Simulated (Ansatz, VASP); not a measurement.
# Two plane-wave programs on Hg

The input INCAR:

```
ALGO     = Normal         # electronic algorithm
EDIFF    = 1E-7           # SCF threshold, eV
ENCUT    = 520            # plane-wave cutoff, eV
GGA      = PE             # functional
ISIF     = 2              # what is computed and relaxed
ISMEAR   = -1             # smearing method
LASPH    = True           # aspherical terms in the spheres
LCHARG   = False          # write CHGCAR
LREAL    = False          # projectors in reciprocal space
LWAVE    = False          # write WAVECAR
NBANDS   = 25             # bands
NELM     = 60             # most SCF steps
PREC     = Accurate       # precision mode
SIGMA    = 0.05           # smearing width, eV
```

The input KPOINTS:

```
k-points
0
Gamma
  7 7 7
```

The input POSCAR:

```
Hg
1.0
    4.5700671014      0.0000000000      0.0000000000
   -2.2850335507      3.9577942068      0.0000000000
    0.0000000000      0.0000000000      3.8956298860
Hg
3
Direct
    0.6666666667      0.3333333333      0.5000000000
    0.0000000000      0.0000000000      0.0000000000
    0.3333333333      0.6666666667      0.5000000000
```

The input input.yaml:

```yaml
crystal:
  lattice:
    - [4.5700671014, 0.0, 0.0]
    - [-2.2850335507, 3.9577942068, 0.0]
    - [0.0, 0.0, 3.895629886]
  atoms:
    - { symbol: Hg, position: [0.6666666667, 0.3333333333, 0.5] }
    - { symbol: Hg, position: [0.0, 0.0, 0.0] }
    - { symbol: Hg, position: [0.3333333333, 0.6666666667, 0.5] }
hamiltonian:
  xc: pbe
  pseudopotentials: { kind: paw }
kpoints:
  mp_grid: { grid: [7, 7, 7] }
scf:
  occupations: { method: fermi_dirac, width: 0.05 }
output:
  forces: true
  stress: true
  eigenvalues: true
```

Alike in both runs: task single point; functional PBE; k mesh 7 × 7 × 7; occupations fermi-dirac, width 0.05 eV; no spin polarisation.

|  | VASP | Ansatz |
| --- | --- | --- |
| version | VASP 6.6.1 | Ansatz 0.2.0 |
| potentials or method | VASP PAW PBE potentials, release 64 (Hg) | Ansatz PAW |
| plane-wave cutoff (eV) | 520 | 420 |
| valence electrons in the cell | 36 | 60 |

Ansatz gave:

| Item | Value |
| --- | --- |
| gap on the k mesh at the Fermi level (eV) | none |
| pressure (GPa) | 11.3 |
| traceless stress, the component that is largest in VASP (GPa) | -7.84 |

Q: Which values does VASP return?

A: gap on the k mesh at the Fermi level (eV): none; pressure (GPa): 12.0; traceless stress, the component that is largest in VASP (GPa): -8.35.

A gap of «none» marks a metal or a gap that the smearing closes. VASP's potentials hold 36 valence electrons a cell and Ansatz's 60, so a difference there can come from the potentials and not from the codes.

Spin-orbit coupling is off throughout.
